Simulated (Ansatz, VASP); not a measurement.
# One calculation of N, two programs

```
N
1.0
     6.46009    0.00000    0.00000
     0.00000    6.77887    0.00000
     0.00000    0.00000   24.01678
N
2
Direct
  0.99963 0.99989 0.63902
  0.99933 0.99857 0.68484
```

Alike in both runs: task single point; functional PBE; dispersion D3(BJ); k mesh 3 × 2 × 1; occupations gaussian, width 0.05 eV; no spin polarisation.

|  | VASP | Ansatz |
| --- | --- | --- |
| version | VASP 6.6.1 | Ansatz 0.2.0 |
| potentials or method | VASP PAW PBE potentials, release 64 (N), cutoff 520 eV | scalar-relativistic, plane waves, PAW |
| valence electrons in the cell | 10 | 10 |

VASP gave:

| Quantity | Value |
| --- | --- |
| gap on the k mesh at the Fermi level (eV) | 8.20 |
| rms of the force components (eV/Å) | 1.151 |

Q: Estimate Ansatz's values.

A: gap on the k mesh at the Fermi level (eV): 8.24; rms of the force components (eV/Å): 0.126.

Atom by atom the forces differ by 1.025 eV/Å (rms over components). One of these differences is far larger than is usual between the two programs; its cause wasn't traced.

The k mesh is coarse, so the values compare programs but aren't converged. Noted on VASP's run: the standard files for N, O and F lose accuracy on very short bonds.
